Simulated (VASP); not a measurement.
Runs of VASP 6.6.1 on Nb. The structure is that of space group Fm-3m (No. 225), or close to it. The cells are those of the table. 

| cell | further INCAR settings | gap on the mesh (eV) | pressure (GPa) |
| --- | --- | --- | --- |
| a = 2.984, b = 2.984, c = 2.991 Å, angles 59.9, 59.9, 60.2°, 1 atom | ALGO = Fast; EDIFF = 1e-06; NBANDS = 12 | none | -6.5 |
| a = 3.014, b = 3.014, c = 2.991 Å, angles 60.2, 60.2, 59.5°, 1 atom | ALGO = Fast; EDIFF = 1e-06; NBANDS = 12 | none | -9.4 |
| a = 3.006, b = 3.006, c = 2.991 Å, angles 60.2, 60.2, 59.7°, 1 atom | ALGO = Fast; EDIFF = 1e-07; NBANDS = 12 | none | (b) |
| a = 3.021, b = 3.021, c = 2.991 Å, angles 60.3, 60.3, 59.3°, 1 atom | ALGO = Fast; EDIFF = 1e-07; NBANDS = 12 | none | -10.1 |
| a = 2.961, b = 2.961, c = 2.991 Å, angles 59.7, 59.7, 60.7°, 1 atom | ALGO = Fast; EDIFF = 1e-06; NBANDS = 12 | none | -4.1 |
| a = 2.969, b = 2.969, c = 2.991 Å, angles 59.8, 59.8, 60.5°, 1 atom | ALGO = Fast; EDIFF = 1e-06; NBANDS = 12 | none | (c) |
| a = 3.017, b = 3.017, c = 2.991 Å, angles 60.3, 60.3, 59.4°, 1 atom | ALGO = Fast; EDIFF = 1e-06; NBANDS = 12 | none | -9.8 |
| a = 2.976, b = 2.976, c = 2.991 Å, angles 59.8, 59.8, 60.3°, 1 atom | ALGO = Fast; EDIFF = 1e-06; NBANDS = 12 | none | -5.7 |
| a = 2.999, b = 2.999, c = 2.991 Å, angles 60.1, 60.1, 59.8°, 1 atom | ALGO = Fast; EDIFF = 1e-06; NBANDS = 12 | none | (a) |

Alike in all rows: task single point; level PBEsol; potentials or basis VASP PAW PBE potentials, release 64 (Nb_sv); no spin polarisation; k mesh 20 × 20 × 20; cutoff (eV) 520; smearing gaussian 0.15 eV.

Fill in the values left out.

(a) -7.9; (b) -8.7; (c) -5.1.

Caveats: the PAW data sets were made with another functional, which shifts forces and pressure a little.

A k mesh can miss the band edges, and the runs leave out spin-orbit coupling on Nb.

A gap of «none» marks levels without a gap at the run's occupations.
